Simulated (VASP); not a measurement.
## Re: single point with r2SCAN

Crystal: Re.

```
Re
1.0
     2.83876    0.00000    0.00000
    -1.41938    2.45843    0.00000
     0.00000    0.00000    4.59115
Re
2
Direct
  0.33333 0.66667 0.25000
  0.66667 0.33333 0.75000
```

This cell differs from its parent crystal: volume scaled by 1.09, then relaxed in part.

* Program: VASP 6.6.1
* Task: single point
* Functional: r2SCAN
* Potentials or basis: VASP PAW PBE potentials, release 64 (Re)
* Cutoff: 520 eV
* k mesh: 18 × 18 × 10
* Occupations: gaussian, width 0.1 eV
* Spin: no spin polarisation
* Dipole correction: no
* Further INCAR settings: ALGO = Normal; EDIFF = 1e-06; NBANDS = 14

| Item | Value |
| --- | --- |
| Pressure | -28.1 GPa |
| Band gap on the k mesh | zero (band 7 reaches 7.92 eV, above the bottom of band 8 at 5.14 eV) |

Stress tensor (GPa, compression positive):
```
-28.07   0.00   0.00
  0.00 -28.07   0.00
  0.00   0.00 -28.26
```

Levels at points of the mesh, in eV from the Fermi level:
```csv
k point,band 5,band 6,band 7,band 8,band 9,band 10
"(0.00, 0.00, 0.00)",-1.39,-0.65,-0.65,0.23,0.23,0.39
"(0.50, 0.00, 0.00)",-1.71,-1.31,-0.59,3.63,3.98,4.11
"(0.00, 0.00, 0.50)",-1.52,-1.52,-1.52,-1.52,2.36,2.36
"(0.50, 0.00, 0.50)",0.43,0.43,0.76,0.76,3.91,3.91
```

Run time: 3.6 min on 1 thread of Intel(R) Xeon(R) Platinum 8488C (Sapphire Rapids), on a shared host, peak memory 0.23 GiB.

Caveat: the PAW data sets were made with another functional, which shifts forces and pressure a little; spin-orbit coupling is left out, which moves the levels of the heavy elements.
